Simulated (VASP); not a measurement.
Set up this calculation in VASP 6.6.1, as the native input.

```
Task                   : single point
Functional             : r2SCAN
Potentials or basis    : VASP PAW PBE potentials, release 64 (Si, Au, Cr_pv)
Cutoff                 : 520 eV
k mesh                 : 4 × 4 × 4, shifted
Occupations            : fermi-dirac, width 0.0221 eV
Spin                   : no spin polarisation
Dipole correction      : no
Further INCAR settings : ALGO = Normal; EDIFF = 1e-07; NBANDS = 36
```

CrSiAu:

```xyz
6
Lattice="4.6102 -1.3179 -0.1663 0.0430 4.7354 -0.8415 -0.4569 -0.8133 4.5504" Properties=species:S:1:pos:R:3 pbc="T T T"
Si    0.0556    1.1805    0.0802
Si    2.2656    1.6064    0.8230
Au    1.3851    0.6690    2.9383
Au    3.4408   -1.0163    2.1186
Cr    1.1882    3.8061   -0.0061
Cr   -0.0886    2.6926    2.0461
```

One way to write it, as run:

POSCAR

```
CrSiAu
1.0
    4.6101970000     -1.3178870000     -0.1662700000
    0.0430060000      4.7354470000     -0.8415450000
   -0.4569330000     -0.8133420000      4.5503600000
Si Au Cr
2 2 2
Direct
    0.0162640000      0.2653760000      0.0673050000
    0.5160370000      0.5341240000      0.2985110000
    0.3690950000      0.3689350000      0.7274450000
    0.7962310000      0.0949540000      0.5122340000
    0.2667420000      0.9082800000      0.1763870000
    0.0315440000      0.6763050000      0.5758930000
```

INCAR.step1

```
SYSTEM = CrSiAu
PREC = Accurate
ENCUT = 520
ISMEAR = -1
SIGMA = 0.0221
LREAL = .FALSE.
LASPH = .TRUE.
NELM = 60
NBANDS = 36
GGA = PE
ALGO = Normal
EDIFF = 1E-4
LWAVE = .TRUE.
LCHARG = .FALSE.
```

INCAR.step2

```
SYSTEM = CrSiAu
PREC = Accurate
ENCUT = 520
EDIFF = 1E-7
ISMEAR = -1
SIGMA = 0.0221
LREAL = .FALSE.
LASPH = .TRUE.
NELM = 60
ALGO = Normal
ISIF = 2
LWAVE = .FALSE.
LCHARG = .FALSE.
METAGGA = R2SCAN
LMIXTAU = .TRUE.
NBANDS = 36
ISTART = 1
```

KPOINTS

```
Automatic mesh
0
Gamma
  4 4 4
  0.5 0.5 0
```

Potentials or basis: VASP PAW PBE potentials, release 64 (Si, Au, Cr_pv).

Launch:

```sh
$ cat potpaw_PBE.64/Si/POTCAR potpaw_PBE.64/Au/POTCAR potpaw_PBE.64/Cr_pv/POTCAR > POTCAR
$ cp INCAR.step1 INCAR
$ mpirun -np 1 vasp_std > vasp.out
$ cp INCAR.step2 INCAR
$ mpirun -np 1 vasp_std > vasp.out
```

Results of the run:

```yaml
Pressure: -1.8 GPa
Largest_force: 1.646 eV/Å
Band_gap_on_the_k_mesh: zero (bands 27 and 28 overlap by 0.08 eV)
```

Caveat: the k points lie up to 0.37 Å⁻¹ apart; the PAW data sets were made with another functional, which shifts forces and pressure a little; spin-orbit coupling is left out, which moves the levels of the heavy elements; the run has no spin polarisation, though such a crystal can be magnetic.

It took 7.1 min on 1 thread of AMD EPYC 7R13 Processor (Zen 3), with other jobs on the host, peak memory 0.25 GiB.
